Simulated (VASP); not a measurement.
# Rb: relaxation of cell and atoms with PBE

The system is Rb.

```
CELL_PARAMETERS angstrom
4.02565 0.00000 0.00000
-2.01282 3.48631 0.00000
0.00000 0.00000 6.59389
ATOMIC_POSITIONS crystal
Rb 0.33333 0.66667 0.25000
Rb 0.66667 0.33333 0.75000
```

```
Program                : VASP 6.6.1
Task                   : relaxation of cell and atoms
Functional             : PBE
Potentials or basis    : VASP PAW PBE potentials, release 64 (Rb_sv)
Cutoff                 : 600 eV
k mesh                 : 11 × 11 × 6
Occupations            : fermi-dirac, width 0.1 eV
Spin                   : no spin polarisation
Target pressure        : 6.2 GPa
Dipole correction      : no
Further INCAR settings : ALGO = Normal; EDIFF = 1e-06; IBRION = 2; EDIFFG = -0.005; NSW = 32; ISIF = 3
```

* Pressure after relaxing: 6.2 GPa
* Band gap on the k mesh: zero (band 9 reaches 3.09 eV, above the bottom of band 10 at 0.55 eV)

Final structure:
```cif
data_structure
_symmetry_space_group_name_H-M 'P 1'
_symmetry_Int_Tables_number 1
_cell_length_a 4.0256
_cell_length_b 4.0256
_cell_length_c 6.5939
_cell_angle_alpha 90.000
_cell_angle_beta 90.000
_cell_angle_gamma 120.000
_cell_volume 92.54
loop_
_atom_site_label
_atom_site_type_symbol
_atom_site_fract_x
_atom_site_fract_y
_atom_site_fract_z
_atom_site_occupancy
Rb1 Rb 0.33333 0.66667 0.25000 1
Rb2 Rb 0.66667 0.33333 0.75000 1
```

Levels at points of the mesh, in eV from the Fermi level:
```tsv
k point	band 5	band 6	band 7	band 8	band 9	band 10	band 11	band 12	band 13
(0.00, 0.00, 0.00)	-12.81	-12.72	-12.72	-12.72	-2.90	-0.20	1.63	3.84	3.86
(0.00, 0.00, 0.50)	-12.76	-12.76	-12.76	-12.76	-1.67	-1.67	2.52	2.52	3.87
```

Run time: 110 s on 1 thread of Oxide Virtual Turin-like Processor, on a shared host, peak memory 0.23 GiB.

Caveat: the relaxation stopped at its first step, so nothing moved; the cell is relaxed towards a set pressure, so the enthalpy falls and the energy may rise.
